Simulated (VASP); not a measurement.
Here is a VASP 6.6.1 calculation.

The input INCAR:

```
PREC     = Accurate       # precision mode
ENCUT    = 600            # plane-wave cutoff, eV
EDIFF    = 1E-7           # SCF threshold, eV
ISMEAR   = -1             # smearing method
SIGMA    = 0.02           # smearing width, eV
LREAL    = False          # projectors in reciprocal space
LASPH    = True           # aspherical terms in the spheres
NELM     = 100            # most SCF steps
ALGO     = Normal         # electronic algorithm
ISIF     = 3              # what is computed and relaxed
LWAVE    = False          # write WAVECAR
LCHARG   = False          # write CHGCAR
IBRION   = 2              # ionic algorithm
NSW      = 80             # ionic steps
EDIFFG   = -0.005         # ionic threshold
```

KPOINTS

```
regular mesh
0
Gamma
  6 6 6
```

The input POSCAR:

```
PbS
1.0
    0.0000000000      3.0038467828      3.0038467828
    3.0038467828      0.0000000000      3.0038467828
    3.0038467828      3.0038467828      0.0000000000
Pb S
1 1
Direct
    0.0000000000      0.0000000000      0.0000000000
    0.5000000000      0.5000000000      0.5000000000
```

Potentials or basis: VASP PAW LDA potentials, release 64 (Pb_d, S).

Launch:

```sh
$ cat potpaw_LDA.64/Pb_d/POTCAR potpaw_LDA.64/S/POTCAR > POTCAR
$ mpirun -np 1 vasp_std > vasp.out
```

Q: Estimate the band gap on the k mesh.

A: 0.04 eV, direct.

Q: What does it give for the relaxed cell?

A: a = 4.134 Å, b = 4.134 Å, c = 4.134 Å, α = 60.00°, β = 60.00°, γ = 60.00°.

Q: Estimate the relaxed volume.

A: 24.98 Å³/atom.

Final structure:
```
Pb S
1.0
     0.00000    2.92315    2.92315
     2.92315    0.00000    2.92315
     2.92315    2.92315    0.00000
Pb S
1 1
Direct
  0.00000 0.00000 0.00000
  0.50000 0.50000 0.50000
```

Caveat: spin-orbit coupling is left out, which moves the levels of the heavy elements. A k mesh can miss the band edges.
